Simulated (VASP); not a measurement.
# NiO2 (P-3m1) in VASP: further runs

NiO2 is run at these levels: PBEsol; tasks: single point.

Everything below comes from runs of VASP 6.6.1. Logs are shortened: lines on timing, memory, paths and dates and some standing lists are left out, and cuts for length are marked.

**1. The cell of the first run**

It takes space group P-3m1 (No. 164, trigonal). Conventional cell: a = 2.785 Å, b = 2.785 Å, c = 4.879 Å, α = 90.00°, β = 90.00°, γ = 120.00°. Within 2.5 Å of Ni (site symmetry -3m) lie 6 O at 1.86 Å. O (site symmetry 3m) has 3 Ni at 1.86 Å and 3 O at 2.46 Å within 2.5 Å.

**2. Single point, PBEsol**

Contents of INCAR:

```
SYSTEM = NiO2
PREC = Accurate
ENCUT = 520
EDIFF = 1E-6
ISMEAR = 0
SIGMA = 0.05
LREAL = .FALSE.
LASPH = .TRUE.
NELM = 100
ALGO = Normal
ISIF = 2
LWAVE = .FALSE.
LCHARG = .FALSE.
GGA = PS
NBANDS = 18
```

Contents of KPOINTS:

```
Automatic mesh
0
G
  12 12 6
  0 0 0
```

Contents of POSCAR:

```
NiO2
1.0
    2.7845257550      0.0000000000      0.0000000000
   -1.3922628775      2.4114700413      0.0000000000
    0.0000000000      0.0000000000      4.8789139732
Ni O
1 2
Direct
    0.0000000000      0.0000000000      0.5000000000
    0.6666666667      0.3333333333      0.6912080179
    0.3333333333      0.6666666667      0.3087919821
```

Potentials or basis: VASP PAW PBE potentials, release 64 (Ni, O).

Command:

```bash
cat potpaw_PBE.64/Ni/POTCAR potpaw_PBE.64/O/POTCAR > POTCAR
mpirun -np 1 vasp_std > vasp.out
```

OUTCAR:

```text
SYSTEM = NiO2
   PREC = Accurate
   ENCUT = 520
   EDIFF = 1E-6
   ISMEAR = 0
   LREAL = .FALSE.
   LASPH = .TRUE.
   NELM = 100
   ISIF = 2
   GGA = PS

 ion  position               nearest neighbor table
   1  0.000  0.000  0.500-   2 1.86   3 1.86   3 1.86   2 1.86   2 1.86   3 1.86
   2  0.667  0.333  0.691-   1 1.86   1 1.86   1 1.86
   3  0.333  0.667  0.309-   1 1.86   1 1.86   1 1.86

  LATTYP: Found a hexagonal cell.
 ALAT       =     2.7845257550
 C/A-ratio  =     1.7521525755

  Lattice vectors:

 A1 = (   2.7845257550,   0.0000000000,   0.0000000000)
 A2 = (  -1.3922628775,   2.4114700413,   0.0000000000)
 A3 = (   0.0000000000,   0.0000000000,   4.8789139732)

Analysis of symmetry for initial positions (statically):
=====================================================================
 Subroutine PRICEL returns:
 Original cell was already a primitive cell.

 Routine SETGRP: Setting up the symmetry group for a
 hexagonal supercell.

 Subroutine GETGRP returns: Found 12 space group operations
 (whereof 12 operations were pure point group operations)
 out of a pool of 24 trial point group operations.

The static configuration has the point symmetry D_3d.

Analysis of symmetry for dynamics (positions and initial velocities):
=====================================================================
 Subroutine PRICEL returns:
 Original cell was already a primitive cell.

 Routine SETGRP: Setting up the symmetry group for a
 hexagonal supercell.

 Subroutine GETGRP returns: Found 12 space group operations
 (whereof 12 operations were pure point group operations)
 out of a pool of 24 trial point group operations.

The dynamic configuration has the point symmetry D_3d.

 Subroutine INISYM returns: Found 12 space group operations
 (whereof 12 operations are pure point group operations),
 and found     1 'primitive' translations

----------------------------------------------------------------------------------------

                                     Primitive cell

  volume of cell :      32.7609

  direct lattice vectors                    reciprocal lattice vectors
     2.784525755  0.000000000  0.000000000     0.359127581  0.207342406  0.000000000
    -1.392262878  2.411470041  0.000000000     0.000000000  0.414684812  0.000000000
     0.000000000  0.000000000  4.878913973     0.000000000  0.000000000  0.204963647

  length of vectors
     2.784525755  2.784525755  4.878913973     0.414684812  0.414684812  0.204963647

  position of ions in fractional coordinates (direct lattice)
     0.000000000  0.000000000  0.500000000
     0.666666667  0.333333333  0.691208018
     0.333333333  0.666666667  0.308791982

  ion indices of the primitive-cell ions
   primitive index   ion index
                 1           1
                 2           2
                 3           3

----------------------------------------------------------------------------------------

 KPOINTS: Automatic mesh

Automatic generation of k-mesh.
 Grid dimensions read from file:
 generate k-points for:   12   12    6

 Generating k-lattice:

  Cartesian coordinates                     Fractional coordinates (reciprocal lattice)
     0.029927298  0.017278534  0.000000000     0.083333333 -0.000000000  0.000000000
     0.000000000  0.034557068  0.000000000     0.000000000  0.083333333  0.000000000
     0.000000000  0.000000000  0.034160608     0.000000000  0.000000000  0.166666667

  Length of vectors
     0.034557068  0.034557068  0.034160608

  Shift w.r.t. Gamma in fractional coordinates (k-lattice)
     0.000000000  0.000000000  0.000000000

 Subroutine IBZKPT returns following result:
 ===========================================

 Found    100 irreducible k-points:

 Following reciprocal coordinates:
            Coordinates               Weight
  0.000000  0.000000  0.000000      1.000000
  0.083333 -0.000000  0.000000      6.000000
  0.166667  0.000000  0.000000      6.000000
  0.250000 -0.000000  0.000000      6.000000
  0.333333 -0.000000  0.000000      6.000000
  0.416667 -0.000000  0.000000      6.000000
[... 16 lines left out ...]
  0.166667  0.000000  0.166667      6.000000
  0.000000  0.166667  0.166667      6.000000
 [... further k-points ...]
   k-points           NKPTS =    100   k-points in BZ     NKDIM =    100   number of bands    NBANDS=     18
   number of dos      NEDOS =    301   number of ions     NIONS =      3
   total plane-waves  NPLWV =  20736
   dimension x,y,z NGX =    24 NGY =   24 NGZ =   36
   dimension x,y,z NGXF=    48 NGYF=   48 NGZF=   72
   ions per type =               1   2
   NGX,Y,Z   is equivalent  to a cutoff of  14.33, 14.33, 12.27 a.u.
   NGXF,Y,Z  is equivalent  to a cutoff of  28.66, 28.66, 24.53 a.u.
 SYSTEM =  NiO2
   PREC   = accura    normal or accurate (medium, high low for compatibility)
   ISTART =      0    job   : 0-new  1-cont  2-samecut
   ICHARG =      2    charge: 1-file 2-atom 10-const
   ISPIN  =      1    spin polarized calculation?
   LNONCOLLINEAR =      F non collinear calculations
   LSORBIT =      F    spin-orbit coupling
   LASPH  =      T    aspherical Exc in radial PAW
   ENCUT  =  520.0 eV  38.22 Ry    6.18 a.u.   5.18  5.18  9.07*2*pi/ulx,y,z
   NELM   =    100;   NELMIN=  2; NELMDL= -5     # of ELM steps
   EDIFF  = 0.1E-05   stopping-criterion for ELM
   LREAL  =      F    real-space projection
   EDIFFG = 0.1E-04   stopping-criterion for IOM
   NSW    =      0    number of steps for IOM
   IBRION =     -1    ionic relax: 0-MD 1-quasi-New 2-CG
   NFREE  =      0    steps in history (QN), initial steepest desc. (CG)
   ISIF   =      2    stress and relaxation
   ISYM   =      2    0-nonsym 1-usesym 2-fastsym
   POTIM  = 0.5000    time-step for ionic-motion
   TEBEG  =    0.0;   TEEND  =   0.0 temperature during run
   PSTRESS=    0.0 pullay stress
   NELECT =      22.0000    total number of electrons
   NUPDOWN=      -1.0000    fix difference up-down
   EMIN   =  10.00;   EMAX   =-10.00  energy-range for DOS
   EFERMI =   0.00;   METHOD = LEGACY
   ISMEAR =     0;   SIGMA  =   0.05  broadening in eV -4-tet -1-fermi 0-gaus
   EFERMI_NEDOS =   21; number of points for ismear=-14 and -15
   IALGO  =     38    algorithm
   IMIX   =      4    mixing-type and parameters
     AMIX     =   0.40;   BMIX     =  1.00
     AMIX_MAG =   1.60;   BMIX_MAG =  1.00
  volume/ion in A,a.u.               =      10.92        73.69
  Fermi-wavevector in a.u.,A,eV,Ry     =   1.433608  2.709126 27.963113  2.055231
  Thomas-Fermi vector in A             =   2.553107
   LORBIT       =      0    0 simple, 1 ext, 2 COOP (PROOUT), +10 PAW based schemes
   GGA     = PS    functional components
   LHFCALC =     F    Hartree Fock is set to
   AEXX    =    0.0000 exact exchange contribution
   IVDW    =     0    specifies the selected vdW correction
   LEPSILON=     F    determine dielectric tensor
   LRPA    =     F    only Hartree local field effects (RPA)
 non-spin polarized calculation
 Gauss-broadening in eV      SIGMA  =   0.05
  energy-cutoff  :      520.00
  volume of cell :       32.76
 maximum number of plane-waves:       896
 NGX is ok and might be reduce to    24
   NGX = 11   NGY = 11   NGZ = 19

 number of electron      22.0000008 magnetization

 Free energy of the ion-electron system (eV)
  ---------------------------------------------------
  ext. energy  EPLUGINS =         0.00000000
  ---------------------------------------------------
  free energy    TOTEN  =       -18.76026115 eV

  energy without entropy =      -18.76026115  energy(sigma->0) =      -18.76026115

 E-fermi :   2.4374     XC(G=0): -10.6064

 val. band max:        2.1412091013   @ k =   0.0833   0.0833   0.5000
 cond. band min:       3.1587625421   @ k =   0.2500  -0.0000   0.3333
 fundamental gap:      1.0175534408
 Fermi energy:         2.4374038721

 k-point     1 :       0.0000    0.0000    0.0000
  band No.  band energies     occupation
      1     -17.5494      2.00000
      2     -15.0033      2.00000
      3      -3.6022      2.00000
      4      -3.5182      2.00000
      5      -3.5182      2.00000
      6      -0.0243      2.00000
[... 10 lines left out ...]
     17      22.0196      0.00000
     18      22.0196      0.00000

 k-point     2 :       0.0833   -0.0000    0.0000
  band No.  band energies     occupation
      1     -17.4542      2.00000
      2     -15.0097      2.00000
      3      -3.5598      2.00000
      4      -3.4975      2.00000
      5      -3.4592      2.00000
      6      -0.3184      2.00000
[... 10 lines left out ...]
     17      21.2146      0.00000
     18      22.2368      0.00000

 k-point     3 :       0.1667    0.0000    0.0000
  band No.  band energies     occupation
      1     -17.1828      2.00000
      2     -15.0318      2.00000
      3      -3.6386      2.00000
      4      -3.2969      2.00000
      5      -3.2040      2.00000
      6      -1.1197      2.00000
[... 10 lines left out ...]
     17      19.7358      0.00000
     18      22.2129      0.00000

 k-point     4 :       0.2500   -0.0000    0.0000
  band No.  band energies     occupation
      1     -16.7768      2.00000
      2     -15.0758      2.00000
      3      -3.7024      2.00000
      4      -3.0797      2.00000
      5      -2.8255      2.00000
      6      -2.0124      2.00000
[... 375 lines left out ...]
      4      -3.4570      2.00000
      5      -3.3877      2.00000
      6      -0.3217      2.00000
[... 10 lines left out ...]
     17      21.2459      0.00000
     18      22.2312      0.00000

 k-point    23 :       0.1667    0.0000    0.1667
  band No.  band energies     occupation
      1     -17.1711      2.00000
      2     -15.0512      2.00000
      3      -3.6868      2.00000
      4      -3.2990      2.00000
      5      -3.0903      2.00000
      6      -1.1202      2.00000
[... 10 lines left out ...]
     17      19.7495      0.00000
     18      22.3876      0.00000

 k-point    24 :       0.0000    0.1667    0.1667
  band No.  band energies     occupation
      1     -17.1703      2.00000
      2     -15.0528      2.00000
      3      -3.6620      2.00000
      4      -3.2935      2.00000
      5      -3.1116      2.00000
      6      -1.1162      2.00000
[... 10 lines left out ...]
     17      19.8054      0.00000
     18      22.0945      0.00000

 [... further k-points ...]
[... 5 lines left out ...]
  --------------------------------------------------------------------------------------
  -------------------------------------------------------------------------------------
  Total        0.1697352      0.1697352      0.0868860      0.0000000      0.0000000     -0.0000000
  in kB        8.3009218      8.3009218      4.2491714      0.0000000      0.0000000     -0.0000000
  external PRESSURE =       6.9503383 kB  Pullay stress =       0.0000000 kB

 VOLUME and BASIS-vectors are now :
 -----------------------------------------------------------------------------
  energy-cutoff  :      520.00
  volume of cell :       32.76
      direct lattice vectors                 reciprocal lattice vectors
     2.784525755  0.000000000  0.000000000     0.359127581  0.207342406  0.000000000
    -1.392262878  2.411470041  0.000000000     0.000000000  0.414684812  0.000000000
     0.000000000  0.000000000  4.878913973     0.000000000  0.000000000  0.204963647

 POSITION                                       TOTAL-FORCE (eV/Angst)
 -----------------------------------------------------------------------------------
      0.00000      0.00000      2.43946         0.000000      0.000000      0.000000
      1.39226      0.80382      3.37234        -0.000000      0.000000      0.067353
     -0.00000      1.60765      1.50657         0.000000     -0.000000     -0.067353
 -----------------------------------------------------------------------------------
    total drift:                                0.000000     -0.000000     -0.000000

  FREE ENERGIE OF THE ION-ELECTRON SYSTEM (eV)
  ---------------------------------------------------
  free  energy   TOTEN  =       -18.7602611461 eV

  energy  without entropy=      -18.7602611461  energy(sigma->0) =      -18.76026115
```

Wall time 2.2 min (1 thread of AMD EPYC 7R13, shared host); peak memory 0.16 GiB.

Results:

| Quantity | Value |
| --- | --- |
| Free energy | -18.7603 eV |
| Pressure | 0.7 GPa |
| Largest force | 0.067 eV/Å |
| Band gap on the k mesh | 1.02 eV, indirect (least direct gap 1.25 eV) |

Forces on the atoms (eV/Å):
```
Ni   0.000  0.000  0.000
O    0.000  0.000  0.067
O    0.000  0.000 -0.067
```

Stress tensor (GPa, compression positive):
```
0.83 0.00 0.00
0.00 0.83 0.00
0.00 0.00 0.42
```

Levels at points of the mesh, in eV from the valence-band top:
```csv
k point,band 9,band 10,band 11,band 12,band 13,band 14
"(0.00, 0.00, 0.00)",-1.07,-0.95,-0.32,2.30,2.30,7.61
"(0.50, 0.00, 0.00)",-1.77,-1.67,-1.02,1.63,2.21,12.49
"(0.00, 0.00, 0.50)",-1.08,-1.08,-0.08,2.32,2.32,9.58
"(0.50, 0.00, 0.50)",-1.69,-1.65,-1.08,1.63,2.17,11.82
```

Caveat: the PAW data sets were made with another functional, which shifts forces and pressure a little.

**3. Single point, PBEsol**

Contents of INCAR:

```
PREC = Accurate
ENCUT = 520
EDIFF = 1E-7
ISMEAR = 0
SIGMA = 0.05
LREAL = False
LASPH = True
NELM = 100
ALGO = Normal
ISIF = 2
LWAVE = False
LCHARG = False
GGA = PS
NBANDS = 18
```

Contents of KPOINTS:

```
Automatic mesh
0
Gamma
  12 12 6
```

POSCAR is that of step 2.

Potentials or basis: VASP PAW PBE potentials, release 64 (Ni, O).

Command:

```bash
cat potpaw_PBE.64/Ni/POTCAR potpaw_PBE.64/O/POTCAR > POTCAR
mpirun -np 1 vasp_std > vasp.out
```

Run time: 2.1 min. Hardware: 1 thread of AMD EPYC 7R13, shared host; peak memory 0.16 GiB.

Results (log left out):

| Quantity | Value |
| --- | --- |
| Free energy | -18.7603 eV |
| Pressure | 0.7 GPa |
| Largest force | 0.066 eV/Å |
| Band gap on the k mesh | 1.02 eV, indirect (least direct gap 1.25 eV) |

Forces in eV/Å, atoms in the order of the input:
```
Ni   0.000  0.000  0.000
O    0.000  0.000  0.066
O    0.000  0.000 -0.066
```

Stress tensor (GPa, compression positive):
```
0.80 0.00 0.00
0.00 0.80 0.00
0.00 0.00 0.39
```

Levels at points of the mesh, in eV from the valence-band top:
| k point | band 7 | band 8 | band 9 | band 10 | band 11 | band 12 | band 13 | band 14 | band 15 | band 16 |
| --- | --- | --- | --- | --- | --- | --- | --- | --- | --- | --- |
| (0.00, 0.00, 0.00) | -2.17 | -1.07 | -1.07 | -0.95 | -0.32 | 2.30 | 2.30 | 7.61 | 11.09 | 13.95 |
| (0.50, 0.00, 0.00) | -2.81 | -2.02 | -1.77 | -1.67 | -1.02 | 1.63 | 2.21 | 12.49 | 13.40 | 13.80 |
| (0.00, 0.00, 0.50) | -2.17 | -1.86 | -1.08 | -1.08 | -0.08 | 2.32 | 2.32 | 9.58 | 9.79 | 13.13 |
| (0.50, 0.00, 0.50) | -2.77 | -1.77 | -1.69 | -1.65 | -1.08 | 1.63 | 2.17 | 11.82 | 12.89 | 14.66 |

Caveat: the PAW data sets were made with another functional, which shifts forces and pressure a little.

**4. Single point, PBEsol (volume scaled by 0.94, then relaxed in part)**

Contents of INCAR:

```
PREC = Accurate ; ENCUT = 520
EDIFF = 1E-7 ; ISMEAR = 0
SIGMA = 0.02 ; LREAL = False
LASPH = True ; NELM = 80
ALGO = Normal ; ISIF = 2
LWAVE = False ; LCHARG = True
GGA = PS ; LELF = True
LVHAR = True ; NBANDS = 18
```

KPOINTS is that of step 3.

Contents of POSCAR:

```
NiO2
1.0
    2.7826743012      0.0000000000      0.0000000000
   -1.3913371506      2.4098666353      0.0000000000
    0.0000000000      0.0000000000      4.5922839984
Ni O
1 2
Direct
    0.0000000000      0.0000000000      0.5000000000
    0.6666666667      0.3333333333      0.7031974118
    0.3333333333      0.6666666667      0.2968025882
```

Command:

```bash
cat potpaw_PBE.64/Ni/POTCAR potpaw_PBE.64/O/POTCAR > POTCAR
mpirun -np 1 vasp_std > vasp.out
```

Run time: 90 s. Hardware: 1 thread of Intel Xeon 8259CL, shared host; peak memory 0.19 GiB.

The run converged. Its results:

- Free energy: -18.7571 eV
- Pressure: 1.3 GPa
- Largest force: 0.068 eV/Å
- Band gap on the k mesh: 0.92 eV, indirect (least direct gap 1.15 eV)

Forces in eV/Å, atoms in the order of the input:
```
Ni   0.000  0.000  0.000
O    0.000  0.000  0.068
O    0.000  0.000 -0.068
```

Stress tensor (GPa, compression positive):
```
1.47 0.00 0.00
0.00 1.47 0.00
0.00 0.00 0.91
```

Levels at points of the mesh, in eV from the valence-band top:
```tsv
k point	band 7	band 8	band 9	band 10	band 11	band 12	band 13	band 14	band 15	band 16
(0.00, 0.00, 0.00)	-2.23	-1.12	-1.12	-0.80	-0.42	2.23	2.23	7.76	11.07	14.99
(0.50, 0.00, 0.00)	-2.90	-2.21	-1.83	-1.73	-1.07	1.57	2.18	12.54	13.41	14.04
(0.00, 0.00, 0.50)	-2.23	-2.11	-1.15	-1.15	-0.10	2.27	2.27	9.91	9.98	14.00
(0.50, 0.00, 0.50)	-2.82	-1.83	-1.76	-1.60	-1.15	1.57	2.09	11.74	12.98	14.92
```

Caveat: the PAW data sets were made with another functional, which shifts forces and pressure a little.

**5. Single point, PBEsol (volume scaled by 0.97, then relaxed in part)**

Contents of INCAR:

```
PREC = Accurate
ENCUT = 520
EDIFF = 1E-7
ISMEAR = 0
SIGMA = 0.02
LREAL = F
LASPH = T
NELM = 60
ALGO = Normal
ISIF = 2
LWAVE = F
LCHARG = F
GGA = PS
NBANDS = 18
```

KPOINTS is that of step 4.

Contents of POSCAR:

```
NiO2
1.0
    2.7834792797      0.0000000000      0.0000000000
   -1.3917396398      2.4105637671      0.0000000000
    0.0000000000      0.0000000000      4.7361057142
Ni O
1 2
Direct
    0.0000000000      0.0000000000      0.5000000000
    0.6666666667      0.3333333333      0.6970414619
    0.3333333333      0.6666666667      0.3029585381
```

Command:

```bash
cat potpaw_PBE.64/Ni/POTCAR potpaw_PBE.64/O/POTCAR > POTCAR
mpirun -np 1 vasp_std > vasp.out
```

It took 81 s on 1 thread of Intel Xeon 8259CL, shared host; peak memory 0.19 GiB.

It converged, with:

- Free energy: -18.7594 eV
- Pressure: 0.9 GPa
- Largest force: 0.066 eV/Å
- Band gap on the k mesh: 0.97 eV, indirect (least direct gap 1.21 eV)

Forces in eV/Å, atoms in the order of the input:
```
Ni   0.000  0.000  0.000
O    0.000  0.000  0.066
O    0.000  0.000 -0.066
```

Stress tensor (GPa, compression positive):
```
1.09 0.00 0.00
0.00 1.09 0.00
0.00 0.00 0.55
```

Levels at points of the mesh, in eV from the valence-band top:
```
           k point  band 7  band 8  band 9  band 10  band 11  band 12  band 13  band 14  band 15  band 16
(0.00, 0.00, 0.00)   -2.19   -1.09   -1.09    -0.88    -0.37     2.27     2.27     7.68    11.09    14.43
(0.50, 0.00, 0.00)   -2.85   -2.11   -1.80    -1.70    -1.04     1.60     2.20    12.51    13.42    13.89
(0.00, 0.00, 0.50)   -2.20   -1.97   -1.11    -1.11    -0.09     2.29     2.29     9.75     9.89    13.52
(0.50, 0.00, 0.50)   -2.79   -1.80   -1.72    -1.63    -1.11     1.60     2.14    11.79    12.93    14.78
```

Caveat: the PAW data sets were made with another functional, which shifts forces and pressure a little.

**6. Summary**

```tsv
cell	smearing	gap on the mesh (eV)	pressure (GPa)	largest force (eV/Å)
a = 2.785, b = 2.785, c = 4.879 Å, angles 90.0, 90.0, 120.0°, 3 atoms	gaussian 0.05 eV	1.02	0.7	0.07
a = 2.783, b = 2.783, c = 4.592 Å, angles 90.0, 90.0, 120.0°, 3 atoms	gaussian 0.02 eV	0.92	1.3	0.07
a = 2.783, b = 2.783, c = 4.736 Å, angles 90.0, 90.0, 120.0°, 3 atoms	gaussian 0.02 eV	0.97	0.9	0.07
```

Alike in all rows: task single point; level PBEsol; potentials or basis VASP PAW PBE potentials, release 64 (Ni, O); no spin polarisation; k mesh 12 × 12 × 6; cutoff (eV) 520.

Caveats: the PAW data sets were made with another functional, which shifts forces and pressure a little.

Absolute energies hang on the potentials; compare differences alone.
